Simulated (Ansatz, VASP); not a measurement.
CuO: VASP beside Ansatz

INCAR

```
SYSTEM = CuO
ALGO = Normal ; EDIFF = 1E-6
ENCUT = 520 ; GGA = PS
ISIF = 2 ; ISMEAR = -5
LASPH = .True. ; LCHARG = .False.
LREAL = .False. ; LWAVE = .False.
NBANDS = 25 ; NELM = 60
PREC = Accurate ; SIGMA = 0.1
```

The input KPOINTS:

```
k-points
0
Gamma
  16 16 8
  0 0 0
```

The input POSCAR:

```
CuO
1.0
    2.3446500000     -1.7134000000      0.0000000000
    2.3446500000      1.7134000000      0.0000000000
   -0.8605500000      0.0000000000      5.0594400000
Cu O
2 2
Direct
    0.0032000000      0.4968000000      0.0000000000
    0.4968000000      0.0032000000      0.5000000000
    0.5714000000      0.4056000000      0.2537000000
    0.4056000000      0.5714000000      0.7537000000
```

Input for Ansatz:

```yaml
crystal:
  lattice:
    - [2.34465, -1.7134, 0.0]
    - [2.34465, 1.7134, 0.0]
    - [-0.86055, 0.0, 5.05944]
  atoms:
    - { symbol: Cu, position: [0.0032, 0.4968, 0.0] }
    - { symbol: Cu, position: [0.4968, 0.0032, 0.5] }
    - { symbol: O, position: [0.5714, 0.4056, 0.2537] }
    - { symbol: O, position: [0.4056, 0.5714, 0.7537] }
basis:
  ecutwfc: 420
kpoints:
  mp_grid: { grid: [16, 16, 8] }
hamiltonian:
  xc: pbesol
scf:
  occupations: { method: tetrahedron }
output:
  forces: true
  stress: true
  eigenvalues: true
```

Alike in both runs: task single point; functional PBEsol; k mesh 16 × 16 × 8; occupations tetrahedron; no spin polarisation.

|  | VASP | Ansatz |
| --- | --- | --- |
| version | VASP 6.6.1 | Ansatz 0.2.0 |
| potentials or method | VASP PAW PBE potentials, release 64 (Cu, O), cutoff 520 eV | scalar-relativistic, plane waves, PAW |
| valence electrons in the cell | 34 | 50 |

|  | VASP | Ansatz | Ansatz less VASP |
| --- | --- | --- | --- |
| gap on the k mesh at the Fermi level (eV) | none | none | - |
| pressure (GPa) | -2.1 | -2.7 | -0.66 |
| traceless stress, the component that is largest in VASP (GPa) | 1.88 | 2.25 | +0.371 |
| rms of the force components (eV/Å) | 0.427 | 0.420 | -0.0068 |

VASP's potentials were made for PBE, not for PBEsol. Atom by atom the forces differ by 0.022 eV/Å (rms over components). A gap of «none» marks a metal or a gap that the smearing closes. With one functional, cell and mesh, what is left measures potentials, basis and numerics. VASP's potentials hold 34 valence electrons a cell and Ansatz's 50, so a difference there can come from the potentials and not from the codes. Ansatz's warnings: band table not solved further, tetrahedron derivatives may miss energy slope.
